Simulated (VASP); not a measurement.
# HfO2 (Fm-3m) in VASP: further runs

The runs below take HfO2 through single point, with PBE, PBEsol, r2SCAN.

Everything below comes from runs of VASP 6.6.1. Logs are shortened: lines on timing, memory, paths and dates and some standing lists are left out, and cuts for length are marked.

## (1) The cell of the first run

It takes space group Fm-3m (No. 225, cubic). The conventional cell has a = 5.098 Å, b = 5.098 Å, c = 5.098 Å, α = 90.00°, β = 90.00°, γ = 90.00°. Within 2.9 Å of Hf (site symmetry m-3m) lie 8 O at 2.21 Å. Within 2.9 Å of O (site symmetry -43m) lie 4 Hf at 2.21 Å and 6 O at 2.55 Å.

## (2) Single point, PBE

INCAR

```
ALGO = Normal ; EDIFF = 1E-6
ENCUT = 520 ; GGA = PE
ISIF = 2 ; ISMEAR = 0
LASPH = True ; LCHARG = False
LREAL = False ; LWAVE = False
NBANDS = 18 ; NELM = 60
PREC = Accurate ; SIGMA = 0.02
```

KPOINTS

```
k-points
0
Gamma
  8 8 8
```

POSCAR

```
HfO2
1.0
    0.0000000000      2.5488057611      2.5488057611
    2.5488057611      0.0000000000      2.5488057611
    2.5488057611      2.5488057611      0.0000000000
Hf O
1 2
Direct
    0.0000000000      0.0000000000      0.0000000000
    0.2500000000      0.2500000000      0.2500000000
    0.7500000000      0.7500000000      0.7500000000
```

Potentials or basis: VASP PAW PBE potentials, release 64 (Hf_pv, O).

The run is started by

```bash
$ cat potpaw_PBE.64/Hf_pv/POTCAR potpaw_PBE.64/O/POTCAR > POTCAR
$ mpirun -np 1 vasp_std > vasp.out
```

OUTCAR:

```text
EDIFF = 1E-6
   ENCUT = 520
   GGA = PE
   ISIF = 2
   ISMEAR = 0
   LASPH = True
   LREAL = False
   NELM = 60
   PREC = Accurate

 ion  position               nearest neighbor table
   1  0.000  0.000  0.000-   3 2.21   3 2.21   3 2.21   2 2.21   3 2.21   2 2.21   2 2.21   2 2.21

   2  0.250  0.250  0.250-   1 2.21   1 2.21   1 2.21   1 2.21
   3  0.750  0.750  0.750-   1 2.21   1 2.21   1 2.21   1 2.21

  LATTYP: Found a face centered cubic cell.
 ALAT       =     5.0976115222

  Lattice vectors:

 A1 = (   0.0000000000,   2.5488057611,   2.5488057611)
 A2 = (   2.5488057611,   0.0000000000,   2.5488057611)
 A3 = (   2.5488057611,   2.5488057611,   0.0000000000)

Analysis of symmetry for initial positions (statically):
=====================================================================
 Subroutine PRICEL returns:
 Original cell was already a primitive cell.

 Routine SETGRP: Setting up the symmetry group for a
 face centered cubic supercell.

 Subroutine GETGRP returns: Found 48 space group operations
 (whereof 48 operations were pure point group operations)
 out of a pool of 48 trial point group operations.

The static configuration has the point symmetry O_h .

Analysis of symmetry for dynamics (positions and initial velocities):
=====================================================================
 Subroutine PRICEL returns:
 Original cell was already a primitive cell.

 Routine SETGRP: Setting up the symmetry group for a
 face centered cubic supercell.

 Subroutine GETGRP returns: Found 48 space group operations
 (whereof 48 operations were pure point group operations)
 out of a pool of 48 trial point group operations.

The dynamic configuration has the point symmetry O_h .

 Subroutine INISYM returns: Found 48 space group operations
 (whereof 48 operations are pure point group operations),
 and found     1 'primitive' translations

----------------------------------------------------------------------------------------

                                     Primitive cell

  volume of cell :      33.1162

  direct lattice vectors                    reciprocal lattice vectors
     0.000000000  2.548805761  2.548805761    -0.196170304  0.196170304  0.196170304
     2.548805761  0.000000000  2.548805761     0.196170304 -0.196170304  0.196170304
     2.548805761  2.548805761  0.000000000     0.196170304  0.196170304 -0.196170304

  length of vectors
     3.604555675  3.604555675  3.604555675     0.339776933  0.339776933  0.339776933

  position of ions in fractional coordinates (direct lattice)
     0.000000000  0.000000000  0.000000000
     0.250000000  0.250000000  0.250000000
     0.750000000  0.750000000  0.750000000

  ion indices of the primitive-cell ions
   primitive index   ion index
                 1           1
                 2           2
                 3           3

----------------------------------------------------------------------------------------

 KPOINTS: k-points

Automatic generation of k-mesh.
 Grid dimensions read from file:
 generate k-points for:    8    8    8

 Generating k-lattice:

  Cartesian coordinates                     Fractional coordinates (reciprocal lattice)
    -0.024521288  0.024521288  0.024521288     0.125000000  0.000000000  0.000000000
     0.024521288 -0.024521288  0.024521288     0.000000000  0.125000000  0.000000000
     0.024521288  0.024521288 -0.024521288     0.000000000  0.000000000  0.125000000

  Length of vectors
     0.042472117  0.042472117  0.042472117

  Shift w.r.t. Gamma in fractional coordinates (k-lattice)
     0.000000000  0.000000000  0.000000000

 Subroutine IBZKPT returns following result:
 ===========================================

 Found     29 irreducible k-points:

 Following reciprocal coordinates:
            Coordinates               Weight
  0.000000  0.000000  0.000000      1.000000
  0.125000  0.000000  0.000000      8.000000
  0.250000  0.000000  0.000000      8.000000
  0.375000  0.000000  0.000000      8.000000
  0.500000  0.000000  0.000000      4.000000
  0.125000  0.125000  0.000000      6.000000
[... 16 lines left out ...]
  0.500000  0.250000  0.125000     48.000000
 -0.375000  0.250000  0.125000     24.000000
 [... further k-points ...]
   k-points           NKPTS =     29   k-points in BZ     NKDIM =     29   number of bands    NBANDS=     18
   number of dos      NEDOS =    301   number of ions     NIONS =      3
   total plane-waves  NPLWV =  21952
   dimension x,y,z NGX =    28 NGY =   28 NGZ =   28
   dimension x,y,z NGXF=    56 NGYF=   56 NGZF=   56
   ions per type =               1   2
   NGX,Y,Z   is equivalent  to a cutoff of  12.91, 12.91, 12.91 a.u.
   NGXF,Y,Z  is equivalent  to a cutoff of  25.83, 25.83, 25.83 a.u.
 SYSTEM =  unknown system
   PREC   = accura    normal or accurate (medium, high low for compatibility)
   ISTART =      0    job   : 0-new  1-cont  2-samecut
   ICHARG =      2    charge: 1-file 2-atom 10-const
   ISPIN  =      1    spin polarized calculation?
   LNONCOLLINEAR =      F non collinear calculations
   LSORBIT =      F    spin-orbit coupling
   LASPH  =      T    aspherical Exc in radial PAW
   ENCUT  =  520.0 eV  38.22 Ry    6.18 a.u.   6.70  6.70  6.70*2*pi/ulx,y,z
   NELM   =     60;   NELMIN=  2; NELMDL= -5     # of ELM steps
   EDIFF  = 0.1E-05   stopping-criterion for ELM
   LREAL  =      F    real-space projection
[... 7 lines left out ...]
   TEBEG  =    0.0;   TEEND  =   0.0 temperature during run
   PSTRESS=    0.0 pullay stress
   NELECT =      22.0000    total number of electrons
   NUPDOWN=      -1.0000    fix difference up-down
   EMIN   =  10.00;   EMAX   =-10.00  energy-range for DOS
   EFERMI =   0.00;   METHOD = LEGACY
   ISMEAR =     0;   SIGMA  =   0.02  broadening in eV -4-tet -1-fermi 0-gaus
   EFERMI_NEDOS =   21; number of points for ismear=-14 and -15
   IALGO  =     38    algorithm
   IMIX   =      4    mixing-type and parameters
     AMIX     =   0.40;   BMIX     =  1.00
     AMIX_MAG =   1.60;   BMIX_MAG =  1.00
  volume/ion in A,a.u.               =      11.04        74.49
  Fermi-wavevector in a.u.,A,eV,Ry     =   1.428463  2.699404 27.762776  2.040506
  Thomas-Fermi vector in A             =   2.548522
   LORBIT       =      0    0 simple, 1 ext, 2 COOP (PROOUT), +10 PAW based schemes
   GGA     = PE    functional components
   LHFCALC =     F    Hartree Fock is set to
   AEXX    =    0.0000 exact exchange contribution
   IVDW    =     0    specifies the selected vdW correction
   LEPSILON=     F    determine dielectric tensor
   LRPA    =     F    only Hartree local field effects (RPA)
 non-spin polarized calculation
 Gauss-broadening in eV      SIGMA  =   0.02
  energy-cutoff  :      520.00
  volume of cell :       33.12
 maximum number of plane-waves:       911
   NGX = 13   NGY = 13   NGZ = 13

 number of electron      21.9999992 magnetization

 Free energy of the ion-electron system (eV)
  ---------------------------------------------------
  ext. energy  EPLUGINS =         0.00000000
  ---------------------------------------------------
  free energy    TOTEN  =       -30.24335914 eV

  energy without entropy =      -30.24335914  energy(sigma->0) =      -30.24335914

 E-fermi :   4.2543     XC(G=0): -11.7517

 val. band max:        4.1404622928   @ k =   0.5000   0.5000   0.0000
 cond. band min:       7.8977534120   @ k =   0.5000   0.5000   0.0000
 fundamental gap:      3.7572911193
 Fermi energy:         4.2543279958

 k-point     1 :       0.0000    0.0000    0.0000
  band No.  band energies     occupation
      1     -25.6225      2.00000
      2     -25.6225      2.00000
      3     -25.6225      2.00000
      4     -14.4908      2.00000
      5     -11.5385      2.00000
      6      -1.1027      2.00000
[... 10 lines left out ...]
     17      14.3582      0.00000
     18      17.5353      0.00000

 k-point     2 :       0.1250    0.0000    0.0000
  band No.  band energies     occupation
      1     -25.6846      2.00000
      2     -25.6293      2.00000
      3     -25.6293      2.00000
      4     -14.2910      2.00000
      5     -11.7018      2.00000
      6      -0.9554      2.00000
[... 10 lines left out ...]
     17      14.1025      0.00000
     18      17.4997      0.00000

 k-point     3 :       0.2500    0.0000    0.0000
  band No.  band energies     occupation
      1     -25.8293      2.00000
      2     -25.6457      2.00000
      3     -25.6457      2.00000
      4     -13.8151      2.00000
      5     -12.0346      2.00000
      6      -0.5901      2.00000
[... 10 lines left out ...]
     17      13.6410      0.00000
     18      16.6397      0.00000

 k-point     4 :       0.3750    0.0000    0.0000
  band No.  band energies     occupation
      1     -25.9670      2.00000
      2     -25.6620      2.00000
      3     -25.6620      2.00000
      4     -13.3978      2.00000
      5     -12.2379      2.00000
      6      -0.2245      2.00000
[... 10 lines left out ...]
     17      13.5753      0.00000
     18      16.1274      0.00000

 k-point     5 :       0.5000    0.0000    0.0000
  band No.  band energies     occupation
      1     -26.0222      2.00000
      2     -25.6687      2.00000
      3     -25.6687      2.00000
      4     -13.2811      2.00000
      5     -12.2454      2.00000
      6      -0.0816      2.00000
[... 10 lines left out ...]
     17      13.3463      0.00000
     18      16.4515      0.00000

 k-point     6 :       0.1250    0.1250    0.0000
  band No.  band energies     occupation
      1     -25.6897      2.00000
      2     -25.6393      2.00000
      3     -25.6393      2.00000
      4     -14.2207      2.00000
      5     -11.7564      2.00000
      6      -0.9378      2.00000
[... 10 lines left out ...]
     17      14.0272      0.00000
     18      17.4542      0.00000

 k-point     7 :       0.2500    0.1250    0.0000
  band No.  band energies     occupation
      1     -25.7965      2.00000
      2     -25.6580      2.00000
      3     -25.6570      2.00000
      4     -13.8234      2.00000
      5     -12.0351      2.00000
      6      -0.6650      2.00000
[... 10 lines left out ...]
     17      13.7097      0.00000
     18      17.1284      0.00000

 k-point     8 :       0.3750    0.1250    0.0000
  band No.  band energies     occupation
      1     -25.9249      2.00000
      2     -25.6844      2.00000
      3     -25.6743      2.00000
      4     -13.3598      2.00000
      5     -12.2856      2.00000
      6      -0.3487      2.00000
[... 10 lines left out ...]
     17      14.0478      0.00000
     18      16.5414      0.00000
[... 229 lines left out ...]
     17      16.0915      0.00000
     18      17.5056      0.00000

 k-point    20 :      -0.3750    0.3750    0.0000
  band No.  band energies     occupation
      1     -25.9614      2.00000
      2     -25.8347      2.00000
      3     -25.7147      2.00000
      4     -12.7320      2.00000
      5     -12.4893      2.00000
      6      -1.5798      2.00000
[... 10 lines left out ...]
     17      16.6692      0.00000
     18      17.4484      0.00000

 k-point    21 :       0.5000    0.5000    0.0000
  band No.  band energies     occupation
      1     -26.0453      2.00000
      2     -25.7367      2.00000
      3     -25.7367      2.00000
      4     -12.7790      2.00000
      5     -12.4175      2.00000
      6      -2.2226      2.00000
[... 10 lines left out ...]
     17      17.1727      0.00000
     18      17.4569      0.00000

 k-point    22 :       0.3750    0.2500    0.1250
  band No.  band energies     occupation
      1     -25.8732      2.00000
      2     -25.7117      2.00000
      3     -25.6666      2.00000
      4     -13.4095      2.00000
      5     -12.2810      2.00000
      6      -0.5983      2.00000
[... 10 lines left out ...]
     17      13.8377      0.00000
     18      17.1710      0.00000

 k-point    23 :       0.5000    0.2500    0.1250
  band No.  band energies     occupation
      1     -25.9409      2.00000
      2     -25.7628      2.00000
      3     -25.6851      2.00000
      4     -13.0326      2.00000
      5     -12.4388      2.00000
      6      -0.6023      2.00000
[... 10 lines left out ...]
     17      14.7794      0.00000
     18      16.9981      0.00000

 k-point    24 :      -0.3750    0.2500    0.1250
  band No.  band energies     occupation
      1     -25.9675      2.00000
      2     -25.7832      2.00000
      3     -25.6943      2.00000
      4     -12.9427      2.00000
      5     -12.4221      2.00000
      6      -0.6063      2.00000
[... 10 lines left out ...]
     17      15.0267      0.00000
     18      16.9701      0.00000

 [... further k-points ...]
[... 5 lines left out ...]
  --------------------------------------------------------------------------------------
  -------------------------------------------------------------------------------------
  Total       -0.7495566     -0.7495566     -0.7495566      0.0000000     -0.0000000      0.0000000
  in kB      -36.2639264    -36.2639264    -36.2639264      0.0000000     -0.0000000      0.0000000
  external PRESSURE =     -36.2639264 kB  Pullay stress =       0.0000000 kB

 VOLUME and BASIS-vectors are now :
 -----------------------------------------------------------------------------
  energy-cutoff  :      520.00
  volume of cell :       33.12
      direct lattice vectors                 reciprocal lattice vectors
     0.000000000  2.548805761  2.548805761    -0.196170304  0.196170304  0.196170304
     2.548805761  0.000000000  2.548805761     0.196170304 -0.196170304  0.196170304
     2.548805761  2.548805761  0.000000000     0.196170304  0.196170304 -0.196170304

 POSITION                                       TOTAL-FORCE (eV/Angst)
 -----------------------------------------------------------------------------------
      0.00000      0.00000      0.00000        -0.000000      0.000000      0.000000
      1.27440      1.27440      1.27440        -0.000000     -0.000000     -0.000000
      3.82321      3.82321      3.82321         0.000000      0.000000      0.000000
 -----------------------------------------------------------------------------------
    total drift:                                0.000000      0.000000      0.000000

  FREE ENERGIE OF THE ION-ELECTRON SYSTEM (eV)
  ---------------------------------------------------
  free  energy   TOTEN  =       -30.2433591418 eV

  energy  without entropy=      -30.2433591418  energy(sigma->0) =      -30.24335914
```

Wall time 11 s (1 thread of AMD EPYC 9R45 (Zen 5), shared host); peak memory 0.13 GiB.

What came out:

- Free energy: -30.2434 eV
- Pressure: -3.6 GPa
- Band gap on the k mesh: 3.76 eV, direct

Caveat: spin-orbit coupling is left out, which moves the levels of the heavy elements.

(Continued in part 2 of 2.)
